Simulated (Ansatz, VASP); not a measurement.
**BN in VASP and in Ansatz**

```xyz
2
Lattice="0.0000 1.7900 1.7900 1.7900 0.0000 1.7900 1.7900 1.7900 0.0000" Properties=species:S:1:pos:R:3 pbc="T T T"
B     0.0000    0.0000    0.0000
N     0.8950    0.8950    0.8950
```

Alike in both runs: functional LDA; k mesh 12 × 12 × 12; occupations gaussian, width 0.02 eV; no spin polarisation.

Ansatz relaxed the structure, and its values are those at the end. VASP's run is a single point on that final structure, the one shown.

|  | VASP | Ansatz |
| --- | --- | --- |
| version | VASP 6.6.1 | Ansatz 0.2.0 |
| potentials or method | VASP PAW LDA potentials, release 64 (B, N), cutoff 520 eV | scalar-relativistic, plane waves, PAW |
| valence electrons in the cell | 8 | 8 |

Ansatz gave:

```
gap on the k mesh at the Fermi level (eV) : 4.39
least direct gap on the mesh (eV)         : 8.83
pressure (GPa)                            : 0.0
```

Q: What did VASP give for the same quantities?

A: gap on the k mesh at the Fermi level (eV): 4.38; least direct gap on the mesh (eV): 8.82; pressure (GPa): 1.2.

Ansatz warns that its potentials were made for another functional, while VASP's fit it. LDA's correlation is that of Perdew and Zunger in VASP and of Perdew and Wang (1992) in Ansatz.
